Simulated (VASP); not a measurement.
Wanted: the native input for a VASP 6.6.1 run.

```yaml
Task: relaxation of shape and atoms at fixed volume
Functional: PBEsol
Potentials_or_basis: VASP PAW PBE potentials, release 64 (Si, Ni)
Cutoff: 600 eV
k_mesh: 12 × 12 × 8
Occupations: gaussian, width 0.1 eV
Spin: no spin polarisation
Dipole_correction: no
Further_INCAR_settings: ALGO = Fast; EDIFF = 1e-06; IBRION = 2; EDIFFG = -0.01; NSW = 50; ISIF = 4
```

The structure of SiNi2 lies in POSCAR:

```
SiNi2
1.0
    3.9067677553      0.0000000000      0.0000000000
   -1.9533838777      3.3833601228      0.0000000000
    0.0000000000      0.0000000000      4.9656713876
Si Ni
2 4
Direct
    0.3333333333      0.6666666667      0.7500000000
    0.6666666667      0.3333333333      0.2500000000
    0.0000000000      0.0000000000      0.0000000000
    0.0000000000      0.0000000000      0.5000000000
    0.3333333333      0.6666666667      0.2500000000
    0.6666666667      0.3333333333      0.7500000000
```

These files were run (other wordings do the same):

INCAR

```
PREC     = Accurate       # precision mode
ENCUT    = 600            # plane-wave cutoff, eV
EDIFF    = 1E-6           # SCF threshold, eV
ISMEAR   = 0              # smearing method
SIGMA    = 0.1            # smearing width, eV
LREAL    = F              # projectors in reciprocal space
LASPH    = T              # aspherical terms in the spheres
NELM     = 100            # most SCF steps
ALGO     = Fast           # electronic algorithm
ISIF     = 4              # what is computed and relaxed
LWAVE    = F              # write WAVECAR
LCHARG   = F              # write CHGCAR
GGA      = PS             # functional
IBRION   = 2              # ionic algorithm
NSW      = 50             # ionic steps
EDIFFG   = -0.01          # ionic threshold
```

KPOINTS

```
regular mesh
0
Gamma
  12 12 8
```

Potentials or basis: VASP PAW PBE potentials, release 64 (Si, Ni).

Launch:

```sh
$ cat potpaw_PBE.64/Si/POTCAR potpaw_PBE.64/Ni/POTCAR > POTCAR
$ mpirun -np 1 vasp_std > vasp.out
```

Results of the run:

```
Energy gained by relaxing : 0.0 meV/atom
Ionic steps               : 2
Pressure after relaxing   : -6.0 GPa
Band gap on the k mesh    : zero (bands 24 and 25 overlap by 3.25 eV)
```

Caveat: the PAW data sets were made with another functional, which shifts forces and pressure a little.

Run time: 4.6 min on 1 thread of Oxide Virtual Turin-like Processor, with other jobs on the host, peak memory 0.29 GiB.
